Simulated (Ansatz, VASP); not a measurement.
## One calculation of ZnAu, two programs

```xyz
2
Lattice="3.1812 0.0000 0.0000 0.0000 3.1812 0.0000 0.0000 0.0000 3.1812" Properties=species:S:1:pos:R:3 pbc="T T T"
Zn    1.5906    1.5906    1.5906
Au    0.0000    0.0000    0.0000
```

Change from the starting cell: volume scaled by 1.03, PAW files.

Alike in both runs: task electric field gradients; functional PBEsol; k mesh 13 × 13 × 13; occupations fermi-dirac, width 0.05 eV; no spin polarisation.

|  | VASP | Ansatz |
| --- | --- | --- |
| version | VASP 6.6.1 | Ansatz 0.2.0 |
| potentials or method | VASP PAW PBE potentials, release 64 (Zn, Au) | PAW with Ansatz's default frozen-core files, scalar-relativistic |
| plane-wave cutoff (eV) | 520 | 420 |
| valence electrons in the cell | 23 | 31 |

|  | VASP | Ansatz | Ansatz less VASP |
| --- | --- | --- | --- |
| pressure (GPa) | -6.1 | -6.2 | -0.14 |

VASP's potentials were made for PBE, not for PBEsol. VASP's potentials hold 23 valence electrons a cell and Ansatz's 31, so a difference there can come from the potentials and not from the codes.

Neither program's run includes spin-orbit coupling.
